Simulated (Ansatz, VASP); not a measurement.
# Two plane-wave programs on KCl

```xyz
2
Lattice="0.0000 3.1561 3.1561 3.1561 0.0000 3.1561 3.1561 3.1561 0.0000" Properties=species:S:1:pos:R:3 pbc="T T T"
K     0.0000    0.0000    0.0000
Cl    3.1561    3.1561    3.1561
```

Alike in both runs: task relaxation of cell and atoms; functional PBE; k mesh 6 × 6 × 6; occupations gaussian, width 0.02 eV; no spin polarisation.

|  | VASP | Ansatz |
| --- | --- | --- |
| version | VASP 6.6.1 | Ansatz 0.2.0 |
| potentials or method | VASP PAW PBE potentials, release 64 (K_sv, Cl), cutoff 600 eV | scalar-relativistic, plane waves, PAW |
| valence electrons in the cell | 16 | 16 |

Ansatz gave:

| Quantity | Value |
| --- | --- |
| gap on the k mesh at the Fermi level, each at its own relaxed structure (eV) | 5.05 |
| relaxed volume (Å³/atom) | 32.46 |
| relaxed length of the cell vector where the two differ most in proportion (Å) | 4.511 |

Q: Which values does VASP return?

A: gap on the k mesh at the Fermi level, each at its own relaxed structure (eV): 5.03; relaxed volume (Å³/atom): 32.62; relaxed length of the cell vector where the two differ most in proportion (Å): 4.519.
